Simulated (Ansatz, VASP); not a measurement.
## Two plane-wave programs on Hf2H3

```
Hf H
1.0
     3.16697    0.00000    0.00000
    -1.58348    2.74268    0.00000
     0.00000    0.00000    6.57041
Hf H
2 3
Direct
  0.00000 0.00000 0.22887
  0.00000 0.00000 0.77113
  0.33333 0.66667 0.00000
  0.66667 0.33333 0.00000
  0.00000 0.00000 0.50000
```

Alike in both runs: functional PBE; k mesh 6 × 6 × 4; occupations gaussian, width 0.1 eV; no spin polarisation.

Ansatz relaxed the structure, and its values are those at the end. VASP's run is a single point on that final structure, the one shown.

|  | VASP | Ansatz |
| --- | --- | --- |
| version | VASP 6.6.1 | Ansatz 0.2.0 |
| potentials or method | VASP PAW PBE potentials, release 64 (Hf_pv, H), cutoff 520 eV | scalar-relativistic, plane waves, PAW |
| valence electrons in the cell | 23 | 55 |

|  | VASP | Ansatz | Ansatz less VASP |
| --- | --- | --- | --- |
| gap on the k mesh at the Fermi level (eV) | none | none | - |
| pressure (GPa) | -0.6 | -0.2 | +0.48 |
| rms of the force components (eV/Å) | 0.002 | 0.008 | +0.0060 |

A gap of «none» marks a metal or a gap that the smearing closes. With one functional, cell and mesh, what is left measures potentials, basis and numerics. VASP's potentials hold 23 valence electrons a cell and Ansatz's 55, so a difference there can come from the potentials and not from the codes.

The k mesh is coarse, so the values compare programs but aren't converged. Neither program's run includes spin-orbit coupling.
